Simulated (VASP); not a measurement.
# SiC3 (R3m) in VASP: single point with PBE

Aim: the single point of SiC3 with PBE.

Program: VASP 6.6.1. These are calculated values, not measurements. Logs are shortened: lines on timing, memory, paths and dates and some standing lists are left out, and cuts for length are marked.

### Step 1. The cell of the first run

Symmetry: R3m, No. 160, trigonal system. Conventional cell: a = 2.831 Å, b = 2.831 Å, c = 14.010 Å, α = 90.00°, β = 90.00°, γ = 120.00°. C (site symmetry 3m) has 3 C at 1.72 Å and 1 Si at 1.89 Å within 2.3 Å. Within 2.0 Å of C (site symmetry 3m) lie 1 C at 1.54 Å and 3 Si at 1.79 Å. C (site symmetry 3m) has 4 C at 1.54 to 1.72 Å within 2.0 Å. Within 2.4 Å of Si (site symmetry 3m) lie 4 C at 1.79 to 1.89 Å.

### Step 2. Single point, PBE

File INCAR:

```
SYSTEM = SiC3
PREC = Accurate ; ENCUT = 520
EDIFF = 1E-6 ; ISMEAR = 0
SIGMA = 0.01 ; LREAL = .FALSE.
LASPH = .TRUE. ; NELM = 60
ALGO = Normal ; ISIF = 2
LWAVE = .FALSE. ; LCHARG = .FALSE.
GGA = PE ; NBANDS = 16
```

File KPOINTS:

```
Automatic mesh
0
G
  6 6 6
  0 0 0
```

File POSCAR:

```
SiC3
1.0
    1.4154339599      0.8172011778      4.6700734301
   -1.4154339599      0.8172011778      4.6700734301
    0.0000000000     -1.6344023556      4.6700734300
C Si
3 1
Direct
    1.0082378924      0.0082378924      0.0082378924
    0.4889604674      0.4889604674      0.4889604674
    0.3791724033      0.3791724033      0.3791724033
    0.8736292368      0.8736292368      0.8736292368
```

Potentials or basis: VASP PAW PBE potentials, release 64 (C, Si).

Launch:

```bash
$ cat potpaw_PBE.64/C/POTCAR potpaw_PBE.64/Si/POTCAR > POTCAR
$ mpirun -np 1 vasp_std > vasp.out
```

OUTCAR:

```text
SYSTEM = SiC3
   PREC = Accurate
   ENCUT = 520
   EDIFF = 1E-6
   ISMEAR = 0
   LREAL = .FALSE.
   LASPH = .TRUE.
   NELM = 60
   ISIF = 2
   GGA = PE

 ion  position               nearest neighbor table
   1  0.008  0.008  0.008-   3 1.72   3 1.72   3 1.72   4 1.89
   2  0.489  0.489  0.489-   3 1.54   4 1.79   4 1.79   4 1.79
   3  0.379  0.379  0.379-   2 1.54   1 1.72   1 1.72   1 1.72
   4  0.874  0.874  0.874-   2 1.79   2 1.79   2 1.79   1 1.89

  LATTYP: Found a trigonal (rhomboedric) cell.
 ALAT       =     4.9478133455
 COS(alpha) =     0.8363249046

  Lattice vectors:

 A1 = (   1.4154339599,   0.8172011778,   4.6700734301)
 A2 = (  -1.4154339599,   0.8172011778,   4.6700734301)
 A3 = (   0.0000000000,  -1.6344023556,   4.6700734300)

Analysis of symmetry for initial positions (statically):
=====================================================================
 Subroutine PRICEL returns:
 Original cell was already a primitive cell.

 Routine SETGRP: Setting up the symmetry group for a
 trigonal (rhombohedral) supercell.

 Subroutine GETGRP returns: Found  6 space group operations
 (whereof  6 operations were pure point group operations)
 out of a pool of 12 trial point group operations.

The static configuration has the point symmetry C_3v.

Analysis of symmetry for dynamics (positions and initial velocities):
=====================================================================
 Subroutine PRICEL returns:
 Original cell was already a primitive cell.

 Routine SETGRP: Setting up the symmetry group for a
 trigonal (rhombohedral) supercell.

 Subroutine GETGRP returns: Found  6 space group operations
 (whereof  6 operations were pure point group operations)
 out of a pool of 12 trial point group operations.

The dynamic configuration has the point symmetry C_3v.

 Subroutine INISYM returns: Found  6 space group operations
 (whereof  6 operations are pure point group operations),
 and found     1 'primitive' translations

----------------------------------------------------------------------------------------

                                     Primitive cell

  volume of cell :      32.4111

  direct lattice vectors                    reciprocal lattice vectors
     1.415433960  0.817201178  4.670073430     0.353248554  0.203948148  0.071376465
    -1.415433960  0.817201178  4.670073430    -0.353248554  0.203948148  0.071376465
     0.000000000 -1.634402356  4.670073430     0.000000000 -0.407896296  0.071376465

  length of vectors
     4.947813346  4.947813346  4.947813345     0.414094178  0.414094178  0.414094178

  position of ions in fractional coordinates (direct lattice)
     0.008237892  0.008237892  0.008237892
     0.488960467  0.488960467  0.488960467
     0.379172403  0.379172403  0.379172403
     0.873629237  0.873629237  0.873629237

  ion indices of the primitive-cell ions
   primitive index   ion index
                 1           1
                 2           2
                 3           3
                 4           4

----------------------------------------------------------------------------------------

 KPOINTS: Automatic mesh

Automatic generation of k-mesh.
 Grid dimensions read from file:
 generate k-points for:    6    6    6

 Generating k-lattice:

  Cartesian coordinates                     Fractional coordinates (reciprocal lattice)
     0.058874759  0.033991358  0.011896078     0.166666667  0.000000000  0.000000000
    -0.058874759  0.033991358  0.011896078     0.000000000  0.166666667  0.000000000
     0.000000000 -0.067982716  0.011896078    -0.000000000 -0.000000000  0.166666667

  Length of vectors
     0.069015696  0.069015696  0.069015696

  Shift w.r.t. Gamma in fractional coordinates (k-lattice)
     0.000000000  0.000000000  0.000000000

 Subroutine IBZKPT returns following result:
 ===========================================

 Found     32 irreducible k-points:

 Following reciprocal coordinates:
            Coordinates               Weight
  0.000000  0.000000  0.000000      1.000000
  0.166667  0.000000  0.000000      6.000000
  0.333333  0.000000  0.000000      6.000000
  0.500000 -0.000000  0.000000      3.000000
  0.166667  0.166667  0.000000      6.000000
  0.333333  0.166667  0.000000     12.000000
[... 16 lines left out ...]
  0.500000  0.500000  0.166667      6.000000
 -0.333333  0.500000  0.166667     12.000000
 [... further k-points ...]
   k-points           NKPTS =     32   k-points in BZ     NKDIM =     32   number of bands    NBANDS=     16
   number of dos      NEDOS =    301   number of ions     NIONS =      4
   total plane-waves  NPLWV =  64000
   dimension x,y,z NGX =    40 NGY =   40 NGZ =   40
   dimension x,y,z NGXF=    80 NGYF=   80 NGZF=   80
   ions per type =               3   1
   NGX,Y,Z   is equivalent  to a cutoff of  13.44, 13.44, 13.44 a.u.
   NGXF,Y,Z  is equivalent  to a cutoff of  26.88, 26.88, 26.88 a.u.
 SYSTEM =  SiC3
   PREC   = accura    normal or accurate (medium, high low for compatibility)
   ISTART =      0    job   : 0-new  1-cont  2-samecut
   ICHARG =      2    charge: 1-file 2-atom 10-const
   ISPIN  =      1    spin polarized calculation?
   LNONCOLLINEAR =      F non collinear calculations
   LSORBIT =      F    spin-orbit coupling
   LASPH  =      T    aspherical Exc in radial PAW
   ENCUT  =  520.0 eV  38.22 Ry    6.18 a.u.   9.20  9.20  9.20*2*pi/ulx,y,z
   NELM   =     60;   NELMIN=  2; NELMDL= -5     # of ELM steps
   EDIFF  = 0.1E-05   stopping-criterion for ELM
   LREAL  =      F    real-space projection
   EDIFFG = 0.1E-04   stopping-criterion for IOM
   NSW    =      0    number of steps for IOM
   IBRION =     -1    ionic relax: 0-MD 1-quasi-New 2-CG
   NFREE  =      0    steps in history (QN), initial steepest desc. (CG)
   ISIF   =      2    stress and relaxation
   ISYM   =      2    0-nonsym 1-usesym 2-fastsym
   POTIM  = 0.5000    time-step for ionic-motion
   TEBEG  =    0.0;   TEEND  =   0.0 temperature during run
   PSTRESS=    0.0 pullay stress
   NELECT =      16.0000    total number of electrons
   NUPDOWN=      -1.0000    fix difference up-down
   EMIN   =  10.00;   EMAX   =-10.00  energy-range for DOS
   EFERMI =   0.00;   METHOD = LEGACY
   ISMEAR =     0;   SIGMA  =   0.01  broadening in eV -4-tet -1-fermi 0-gaus
   EFERMI_NEDOS =   21; number of points for ismear=-14 and -15
   IALGO  =     38    algorithm
   IMIX   =      4    mixing-type and parameters
     AMIX     =   0.40;   BMIX     =  1.00
     AMIX_MAG =   1.60;   BMIX_MAG =  1.00
  volume/ion in A,a.u.               =       8.10        54.68
  Fermi-wavevector in a.u.,A,eV,Ry     =   1.293849  2.445020 22.776773  1.674046
  Thomas-Fermi vector in A             =   2.425469
   LORBIT       =      0    0 simple, 1 ext, 2 COOP (PROOUT), +10 PAW based schemes
   GGA     = PE    functional components
   LHFCALC =     F    Hartree Fock is set to
   AEXX    =    0.0000 exact exchange contribution
   IVDW    =     0    specifies the selected vdW correction
   LEPSILON=     F    determine dielectric tensor
   LRPA    =     F    only Hartree local field effects (RPA)
 non-spin polarized calculation
 Gauss-broadening in eV      SIGMA  =   0.01
  energy-cutoff  :      520.00
  volume of cell :       32.41
 maximum number of plane-waves:       883
 NGX is ok and might be reduce to    40
   NGX = 19   NGY = 19   NGZ = 19

 number of electron      16.0000000 magnetization

 Free energy of the ion-electron system (eV)
  ---------------------------------------------------
  ext. energy  EPLUGINS =         0.00000000
  ---------------------------------------------------
  free energy    TOTEN  =       -31.02514084 eV

  energy without entropy =      -31.02514084  energy(sigma->0) =      -31.02514084

 E-fermi :   9.2558     XC(G=0): -12.0185

 val. band max:        9.1510748028   @ k =   0.0000   0.0000   0.0000
 cond. band min:      10.7331773551   @ k =   0.5000   0.5000   0.0000
 fundamental gap:      1.5821025523
 Fermi energy:         9.2558313626

 k-point     1 :       0.0000    0.0000    0.0000
  band No.  band energies     occupation
      1      -9.3336      2.00000
      2      -4.6144      2.00000
      3      -2.1633      2.00000
      4       6.3116      2.00000
      5       6.3116      2.00000
      6       8.1625      2.00000
[... 8 lines left out ...]
     15      17.7620      0.00000
     16      22.2720      0.00000

 k-point     2 :       0.1667    0.0000    0.0000
  band No.  band energies     occupation
      1      -8.7788      2.00000
      2      -4.2315      2.00000
      3      -1.5744      2.00000
      4       4.0477      2.00000
      5       5.6403      2.00000
      6       6.8548      2.00000
[... 8 lines left out ...]
     15      19.0988      0.00000
     16      22.2161      0.00000

 k-point     3 :       0.3333    0.0000    0.0000
  band No.  band energies     occupation
      1      -7.1848      2.00000
      2      -3.2537      2.00000
      3      -0.6559      2.00000
      4       1.3196      2.00000
      5       3.4004      2.00000
      6       4.6235      2.00000
[... 8 lines left out ...]
     15      20.4784      0.00000
     16      21.3622      0.00000

 k-point     4 :       0.5000   -0.0000    0.0000
  band No.  band energies     occupation
      1      -5.4079      2.00000
      2      -3.7082      2.00000
      3      -0.7533      2.00000
      4       1.0397      2.00000
      5       2.5817      2.00000
      6       4.0938      2.00000
[... 8 lines left out ...]
     15      20.3526      0.00000
     16      21.6897      0.00000

 k-point     5 :       0.1667    0.1667    0.0000
  band No.  band energies     occupation
      1      -8.7367      2.00000
      2      -4.5028      2.00000
      3      -1.2350      2.00000
      4       4.1806      2.00000
      5       5.5173      2.00000
      6       6.4106      2.00000
[... 8 lines left out ...]
     15      19.2916      0.00000
     16      21.7673      0.00000

 k-point     6 :       0.3333    0.1667    0.0000
  band No.  band energies     occupation
      1      -7.6236      2.00000
      2      -3.8846      2.00000
      3      -0.2735      2.00000
      4       2.2634      2.00000
      5       3.6279      2.00000
      6       4.8183      2.00000
[... 8 lines left out ...]
     15      19.6730      0.00000
     16      21.0043      0.00000
[... 267 lines left out ...]
 k-point    21 :      -0.3333    0.3333    0.1667
  band No.  band energies     occupation
      1      -5.4756      2.00000
      2      -3.4976      2.00000
      3      -1.1713      2.00000
      4       1.3253      2.00000
      5       2.9451      2.00000
      6       3.6407      2.00000
[... 8 lines left out ...]
     15      20.3741      0.00000
     16      22.3502      0.00000

 k-point    22 :      -0.1667    0.3333    0.1667
  band No.  band energies     occupation
      1      -5.8339      2.00000
      2      -2.4147      2.00000
      3      -1.2781      2.00000
      4       0.8846      2.00000
      5       2.5786      2.00000
      6       2.7258      2.00000
[... 8 lines left out ...]
     15      20.7425      0.00000
     16      22.5165      0.00000

 k-point    23 :       0.5000    0.5000    0.1667
  band No.  band energies     occupation
      1      -6.7431      2.00000
      2      -4.5781      2.00000
      3      -0.0740      2.00000
      4       1.8459      2.00000
      5       3.8817      2.00000
      6       4.3396      2.00000
[... 8 lines left out ...]
     15      21.5480      0.00000
     16      21.9572      0.00000

 k-point    24 :      -0.3333    0.5000    0.1667
  band No.  band energies     occupation
      1      -5.4572      2.00000
      2      -3.4015      2.00000
      3      -1.2562      2.00000
      4       0.7575      2.00000
      5       2.7902      2.00000
      6       3.9404      2.00000
[... 8 lines left out ...]
     15      21.2008      0.00000
     16      22.5309      0.00000

 [... further k-points ...]

------------------------ aborting loop because EDIFF is reached ----------------------------------------

  FORCE on cell =-STRESS in cart. coord.  units (eV):
  Direction    XX          YY          ZZ          XY          YZ          ZX
  --------------------------------------------------------------------------------------
  -------------------------------------------------------------------------------------
  Total        0.6485550      0.6485550      0.7666302      0.0000000      0.0000000      0.0000000
  in kB       32.0600242     32.0600242     37.8968375      0.0000000      0.0000000      0.0000000
  external PRESSURE =      34.0056286 kB  Pullay stress =       0.0000000 kB

 VOLUME and BASIS-vectors are now :
 -----------------------------------------------------------------------------
  energy-cutoff  :      520.00
  volume of cell :       32.41
      direct lattice vectors                 reciprocal lattice vectors
     1.415433960  0.817201178  4.670073430     0.353248554  0.203948148  0.071376465
    -1.415433960  0.817201178  4.670073430    -0.353248554  0.203948148  0.071376465
     0.000000000 -1.634402356  4.670073430     0.000000000 -0.407896296  0.071376465

 POSITION                                       TOTAL-FORCE (eV/Angst)
 -----------------------------------------------------------------------------------
      0.00000      0.00000      0.11541         0.000000     -0.000000      0.219244
      0.00000      0.00000      6.85044         0.000000     -0.000000     -0.293437
      0.00000      0.00000      5.31229         0.000000     -0.000000     -0.139521
      0.00000      0.00000     12.23974         0.000000      0.000000      0.213714
 -----------------------------------------------------------------------------------
    total drift:                                0.000000      0.000000     -0.000000

  FREE ENERGIE OF THE ION-ELECTRON SYSTEM (eV)
  ---------------------------------------------------
  free  energy   TOTEN  =       -31.0251408404 eV

  energy  without entropy=      -31.0251408404  energy(sigma->0) =      -31.02514084
```

Wall time 23 s (1 thread of Intel Xeon 6975P-C (Granite Rapids), shared host); peak memory 0.21 GiB.

Results:

```yaml
Free_energy: -31.0251 eV
Pressure: 3.4 GPa
Largest_force: 0.293 eV/Å
Band_gap_on_the_k_mesh: 1.58 eV, indirect (least direct gap 3.20 eV)
```

Forces on the atoms (eV/Å):
```
C    0.000  0.000  0.219
C    0.000  0.000 -0.293
C    0.000  0.000 -0.140
Si   0.000  0.000  0.214
```

Caveat: the k points lie up to 0.43 Å⁻¹ apart.
